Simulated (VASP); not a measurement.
# Ta3H8 (Pm-3m) in VASP: relaxation of cell and atoms with PBE

Aim: the relaxation of cell and atoms of Ta3H8 with PBE.

Everything below comes from runs of VASP 6.6.1. Logs are shortened: lines on timing, memory, paths and dates and some standing lists are left out, and cuts for length are marked.

### 1 The cell of the first run

Symmetry: Pm-3m, No. 221, cubic system. Conventional cell: a = 4.390 Å, b = 4.390 Å, c = 4.390 Å, α = 90.00°, β = 90.00°, γ = 90.00°. Ta (site symmetry 4/mmm) has 8 H at 1.95 Å within 2.6 Å. H (site symmetry 3m) has 3 Ta at 1.95 Å and 6 H at 2.03 to 2.36 Å within 2.6 Å.

The cell was built from a structure type or drawn by symmetry, and may not be a known phase.

### 2 Relaxation of cell and atoms, PBE

Input file INCAR:

```
SYSTEM = Ta3H8
PREC = Accurate
ENCUT = 600
EDIFF = 1E-6
ISMEAR = 0
SIGMA = 0.1
LREAL = .False.
LASPH = .True.
NELM = 100
ALGO = Normal
ISIF = 3
LWAVE = .False.
LCHARG = .False.
GGA = PE
IBRION = 2
NSW = 100
EDIFFG = -0.01
```

Input file KPOINTS:

```
regular mesh
0
Gamma
  8 8 8
  0 0 0
```

Input file POSCAR:

```
Ta3H8
1.0
    4.3895784703      0.0000000000      0.0000000000
    0.0000000000      4.3895784703      0.0000000000
    0.0000000000      0.0000000000      4.3895784703
Ta H
3 8
Direct
    0.5000000000      0.0000000000      0.0000000000
    0.0000000000      0.5000000000      0.0000000000
    0.0000000000      0.0000000000      0.5000000000
    0.7316756103      0.7316756103      0.7316756103
    0.2683243897      0.2683243897      0.7316756103
    0.2683243897      0.7316756103      0.2683243897
    0.7316756103      0.2683243897      0.2683243897
    0.7316756103      0.7316756103      0.2683243897
    0.2683243897      0.2683243897      0.2683243897
    0.7316756103      0.2683243897      0.7316756103
    0.2683243897      0.7316756103      0.7316756103
```

Potentials or basis: VASP PAW PBE potentials, release 64 (Ta_pv, H).

Started as:

```
> cat potpaw_PBE.64/Ta_pv/POTCAR potpaw_PBE.64/H/POTCAR > POTCAR
> mpirun -np 1 vasp_std > vasp.out
```

OUTCAR:

```text
SYSTEM = Ta3H8
   PREC = Accurate
   ENCUT = 600
   EDIFF = 1E-6
   ISMEAR = 0
   LREAL = .False.
   LASPH = .True.
   NELM = 100
   ISIF = 3
   GGA = PE
   IBRION = 2
   NSW = 100
   EDIFFG = -0.01

 ion  position               nearest neighbor table
   1  0.500  0.000  0.000-   4 1.95   5 1.95   6 1.95   7 1.95   8 1.95   9 1.95  10 1.95  11 1.95
                             2 3.10   3 3.10   3 3.10   2 3.10   2 3.10   3 3.10   3 3.10   2 3.10
   2  0.000  0.500  0.000-   4 1.95   5 1.95   6 1.95   7 1.95   8 1.95   9 1.95  10 1.95  11 1.95
                             1 3.10   3 3.10   3 3.10   1 3.10   3 3.10   3 3.10   1 3.10   1 3.10
   3  0.000  0.000  0.500-   4 1.95   5 1.95   6 1.95   7 1.95   8 1.95   9 1.95  10 1.95  11 1.95
                             1 3.10   2 3.10   1 3.10   2 3.10   2 3.10   2 3.10   1 3.10   1 3.10
   4  0.732  0.732  0.732-   1 1.95   2 1.95   3 1.95
   5  0.268  0.268  0.732-   1 1.95   2 1.95   3 1.95
   6  0.268  0.732  0.268-   1 1.95   2 1.95   3 1.95
   7  0.732  0.268  0.268-   1 1.95   2 1.95   3 1.95
   8  0.732  0.732  0.268-   1 1.95   2 1.95   3 1.95
   9  0.268  0.268  0.268-   1 1.95   2 1.95   3 1.95
  10  0.732  0.268  0.732-   1 1.95   2 1.95   3 1.95
  11  0.268  0.732  0.732-   1 1.95   2 1.95   3 1.95

  LATTYP: Found a simple cubic cell.
 ALAT       =     4.3895784703

  Lattice vectors:

 A1 = (   4.3895784703,   0.0000000000,   0.0000000000)
 A2 = (   0.0000000000,   4.3895784703,   0.0000000000)
 A3 = (   0.0000000000,   0.0000000000,   4.3895784703)

Analysis of symmetry for initial positions (statically):
=====================================================================
 Subroutine PRICEL returns:
 Original cell was already a primitive cell.

 Routine SETGRP: Setting up the symmetry group for a
 simple cubic supercell.

 Subroutine GETGRP returns: Found 48 space group operations
 (whereof 48 operations were pure point group operations)
 out of a pool of 48 trial point group operations.

The static configuration has the point symmetry O_h .

Analysis of symmetry for dynamics (positions and initial velocities):
=====================================================================
 Subroutine PRICEL returns:
 Original cell was already a primitive cell.

 Routine SETGRP: Setting up the symmetry group for a
 simple cubic supercell.

 Subroutine GETGRP returns: Found 48 space group operations
 (whereof 48 operations were pure point group operations)
 out of a pool of 48 trial point group operations.

The dynamic configuration has the point symmetry O_h .

 Subroutine INISYM returns: Found 48 space group operations
 (whereof 48 operations are pure point group operations),
 and found     1 'primitive' translations

----------------------------------------------------------------------------------------

                                     Primitive cell

  volume of cell :      84.5802

  direct lattice vectors                    reciprocal lattice vectors
     4.389578470  0.000000000  0.000000000     0.227812307  0.000000000  0.000000000
     0.000000000  4.389578470  0.000000000     0.000000000  0.227812307  0.000000000
     0.000000000  0.000000000  4.389578470     0.000000000  0.000000000  0.227812307

  length of vectors
     4.389578470  4.389578470  4.389578470     0.227812307  0.227812307  0.227812307

  position of ions in fractional coordinates (direct lattice)
     0.500000000  0.000000000  0.000000000
     0.000000000  0.500000000  0.000000000
     0.000000000  0.000000000  0.500000000
     0.731675610  0.731675610  0.731675610
     0.268324390  0.268324390  0.731675610
     0.268324390  0.731675610  0.268324390
     0.731675610  0.268324390  0.268324390
     0.731675610  0.731675610  0.268324390
     0.268324390  0.268324390  0.268324390
     0.731675610  0.268324390  0.731675610
     0.268324390  0.731675610  0.731675610

  ion indices of the primitive-cell ions
   primitive index   ion index
                 1           1
                 2           2
                 3           3
                 4           4
                 5           5
                 6           6
                 7           7
                 8           8
                 9           9
                10          10
                11          11

----------------------------------------------------------------------------------------

 KPOINTS: regular mesh

Automatic generation of k-mesh.
 Grid dimensions read from file:
 generate k-points for:    8    8    8

 Generating k-lattice:

  Cartesian coordinates                     Fractional coordinates (reciprocal lattice)
     0.028476538  0.000000000  0.000000000     0.125000000  0.000000000  0.000000000
     0.000000000  0.028476538  0.000000000     0.000000000  0.125000000  0.000000000
     0.000000000  0.000000000  0.028476538     0.000000000  0.000000000  0.125000000

  Length of vectors
     0.028476538  0.028476538  0.028476538

  Shift w.r.t. Gamma in fractional coordinates (k-lattice)
     0.000000000  0.000000000  0.000000000

 Subroutine IBZKPT returns following result:
 ===========================================

 Found     35 irreducible k-points:

 Following reciprocal coordinates:
            Coordinates               Weight
  0.000000  0.000000  0.000000      1.000000
  0.125000  0.000000  0.000000      6.000000
  0.250000  0.000000  0.000000      6.000000
  0.375000  0.000000  0.000000      6.000000
  0.500000  0.000000  0.000000      3.000000
  0.125000  0.125000  0.000000     12.000000
[... 16 lines left out ...]
  0.375000  0.375000  0.125000     24.000000
  0.500000  0.375000  0.125000     24.000000
 [... further k-points ...]
   k-points           NKPTS =     35   k-points in BZ     NKDIM =     35   number of bands    NBANDS=     26
   number of dos      NEDOS =    301   number of ions     NIONS =     11
   total plane-waves  NPLWV =  46656
   dimension x,y,z NGX =    36 NGY =   36 NGZ =   36
   dimension x,y,z NGXF=    72 NGYF=   72 NGZF=   72
   ions per type =               3   8
   NGX,Y,Z   is equivalent  to a cutoff of  13.63, 13.63, 13.63 a.u.
   NGXF,Y,Z  is equivalent  to a cutoff of  27.27, 27.27, 27.27 a.u.
 SYSTEM =  Ta3H8
   PREC   = accura    normal or accurate (medium, high low for compatibility)
   ISTART =      0    job   : 0-new  1-cont  2-samecut
   ICHARG =      2    charge: 1-file 2-atom 10-const
   ISPIN  =      1    spin polarized calculation?
   LNONCOLLINEAR =      F non collinear calculations
   LSORBIT =      F    spin-orbit coupling
   LASPH  =      T    aspherical Exc in radial PAW
   ENCUT  =  600.0 eV  44.10 Ry    6.64 a.u.   8.77  8.77  8.77*2*pi/ulx,y,z
   NELM   =    100;   NELMIN=  2; NELMDL= -5     # of ELM steps
   EDIFF  = 0.1E-05   stopping-criterion for ELM
   LREAL  =      F    real-space projection
   EDIFFG = -.1E-01   stopping-criterion for IOM
   NSW    =    100    number of steps for IOM
   IBRION =      2    ionic relax: 0-MD 1-quasi-New 2-CG
   NFREE  =      1    steps in history (QN), initial steepest desc. (CG)
   ISIF   =      3    stress and relaxation
   ISYM   =      2    0-nonsym 1-usesym 2-fastsym
   POTIM  = 0.5000    time-step for ionic-motion
   TEBEG  =    0.0;   TEEND  =   0.0 temperature during run
   PSTRESS=    0.0 pullay stress
   NELECT =      41.0000    total number of electrons
   NUPDOWN=      -1.0000    fix difference up-down
   EMIN   =  10.00;   EMAX   =-10.00  energy-range for DOS
   EFERMI =   0.00;   METHOD = LEGACY
   ISMEAR =     0;   SIGMA  =   0.10  broadening in eV -4-tet -1-fermi 0-gaus
   EFERMI_NEDOS =   21; number of points for ismear=-14 and -15
   IALGO  =     38    algorithm
   IMIX   =      4    mixing-type and parameters
     AMIX     =   0.40;   BMIX     =  1.00
     AMIX_MAG =   1.60;   BMIX_MAG =  1.00
  volume/ion in A,a.u.               =       7.69        51.89
  Fermi-wavevector in a.u.,A,eV,Ry     =   1.286017  2.430219 22.501848  1.653839
  Thomas-Fermi vector in A             =   2.418116
   LORBIT       =      0    0 simple, 1 ext, 2 COOP (PROOUT), +10 PAW based schemes
   GGA     = PE    functional components
   LHFCALC =     F    Hartree Fock is set to
   AEXX    =    0.0000 exact exchange contribution
   IVDW    =     0    specifies the selected vdW correction
   LEPSILON=     F    determine dielectric tensor
   LRPA    =     F    only Hartree local field effects (RPA)
 conjugate gradient relaxation of ions
 non-spin polarized calculation
 Gauss-broadening in eV      SIGMA  =   0.10
  energy-cutoff  :      600.00
  volume of cell :       84.58
 maximum number of plane-waves:      2872
 NGX is ok and might be reduce to    36
   NGX = 17   NGY = 17   NGZ = 17

--------------------------------------- Ionic step        1  -------------------------------------------

 number of electron      41.0000016 magnetization

 Free energy of the ion-electron system (eV)
  ---------------------------------------------------
  ext. energy  EPLUGINS =         0.00000000
  ---------------------------------------------------
  free energy    TOTEN  =       -63.62572982 eV

  energy without entropy =      -63.60428527  energy(sigma->0) =      -63.61500755

------------------------ aborting loop because EDIFF is reached ----------------------------------------

  FORCE on cell =-STRESS in cart. coord.  units (eV):
  Direction    XX          YY          ZZ          XY          YZ          ZX
  --------------------------------------------------------------------------------------
  -------------------------------------------------------------------------------------
  Total        0.3480167      0.3480167      0.3480167      0.0000000      0.0000000     -0.0000000
  in kB        6.5923805      6.5923805      6.5923805      0.0000000      0.0000000     -0.0000000
  external PRESSURE =       6.5923805 kB  Pullay stress =       0.0000000 kB
[... 210 lines left out ...]
  energy  without entropy=      -63.6051227136  energy(sigma->0) =      -63.61590807

--------------------------------------- Ionic step        6  -------------------------------------------

 number of electron      41.0000015 magnetization

 Free energy of the ion-electron system (eV)
  ---------------------------------------------------
  ext. energy  EPLUGINS =         0.00000000
  ---------------------------------------------------
  free energy    TOTEN  =       -63.62709134 eV

  energy without entropy =      -63.60553283  energy(sigma->0) =      -63.61631208

 E-fermi :   4.7768     XC(G=0): -11.3796

 val. band max:        4.7415524401   @ k =   0.5000   0.3750   0.1250
 cond. band min:       4.7878345089   @ k =   0.5000   0.3750   0.3750
 fundamental gap:      0.0462820688
 Fermi energy:         4.7768164243

 k-point     1 :       0.0000    0.0000    0.0000
  band No.  band energies     occupation
      1     -30.8535      2.00000
      2     -30.8535      2.00000
      3     -30.8535      2.00000
      4     -30.4776      2.00000
      5     -30.4776      2.00000
      6     -30.4776      2.00000
[... 685 lines left out ...]
     25       6.1122      0.00000
     26       6.6075      0.00000

 [... further k-points ...]

------------------------ aborting loop because EDIFF is reached ----------------------------------------

  FORCE on cell =-STRESS in cart. coord.  units (eV):
  Direction    XX          YY          ZZ          XY          YZ          ZX
  --------------------------------------------------------------------------------------
  -------------------------------------------------------------------------------------
  Total        0.0134499      0.0134499      0.0134499      0.0000000     -0.0000000      0.0000000
  in kB        0.2534310      0.2534310      0.2534310      0.0000000     -0.0000000      0.0000000
  external PRESSURE =       0.2534310 kB  Pullay stress =       0.0000000 kB
[... 26 lines left out ...]
  FREE ENERGIE OF THE ION-ELECTRON SYSTEM (eV)
  ---------------------------------------------------
  free  energy   TOTEN  =       -63.6270913355 eV

  energy  without entropy=      -63.6055328337  energy(sigma->0) =      -63.61631208

 reached required accuracy - stopping structural energy minimisation
```

It took 2.1 min on 1 thread of Intel Xeon Platinum 8559C (Emerald Rapids), shared host; peak memory 0.26 GiB.

Results:

```yaml
Free_energy: -63.6271 eV
Relaxed_volume: 7.73 Å³/atom
Relaxed_cell: a = 4.397 Å, b = 4.397 Å, c = 4.397 Å, α = 90.00°, β = 90.00°, γ = 90.00°
Space_group_after_relaxing_to_0.1_Å: Pm-3m (No. 221)
Energy_gained_by_relaxing: 0.1 meV/atom
Ionic_steps: 6
Pressure_after_relaxing: 0.0 GPa
Largest_force_after_relaxing: 0.007 eV/Å
Band_gap_on_the_k_mesh: zero (an odd number of electrons rules out a gap without spin polarisation)
```

Forces on the atoms (eV/Å):
```
Ta   0.000  0.000  0.000
Ta   0.000  0.000  0.000
Ta   0.000  0.000  0.000
H    0.004  0.004  0.004
H   -0.004 -0.004  0.004
H   -0.004  0.004 -0.004
H    0.004 -0.004 -0.004
H    0.004  0.004 -0.004
H   -0.004 -0.004 -0.004
H    0.004 -0.004  0.004
H   -0.004  0.004  0.004
```

Step by step:
| step | energy change (eV) | largest force (eV/Å) | pressure (GPa) | volume (Å³) |
| --- | --- | --- | --- | --- |
| 1 | 0.0000 | 0.0124 | 0.66 | 84.58 |
| 2 | -0.0007 | 0.0260 | -0.11 | 84.97 |
| 3 | -0.0007 | 0.0248 | -0.07 | 84.94 |
| 4 | -0.0007 | 0.0245 | -0.03 | 84.92 |
| 5 | -0.0010 | 0.0200 | 0.00 | 84.95 |
| 6 | -0.0014 | 0.0069 | 0.03 | 85.03 |

Final structure:
```xyz
11
Lattice="4.3973 0.0000 0.0000 0.0000 4.3973 0.0000 0.0000 0.0000 4.3973" Properties=species:S:1:pos:R:3 pbc="T T T"
Ta    2.1987    0.0000    4.3973
Ta    0.0000    2.1987    4.3973
Ta    0.0000    0.0000    2.1987
H     3.2206    3.2206    3.2206
H     1.1768    1.1768    3.2206
H     1.1768    3.2206    1.1768
H     3.2206    1.1768    1.1768
H     3.2206    3.2206    1.1768
H     1.1768    1.1768    1.1768
H     3.2206    1.1768    3.2206
H     1.1768    3.2206    3.2206
```

Caveat: spin-orbit coupling is left out, which moves the levels of the heavy elements.
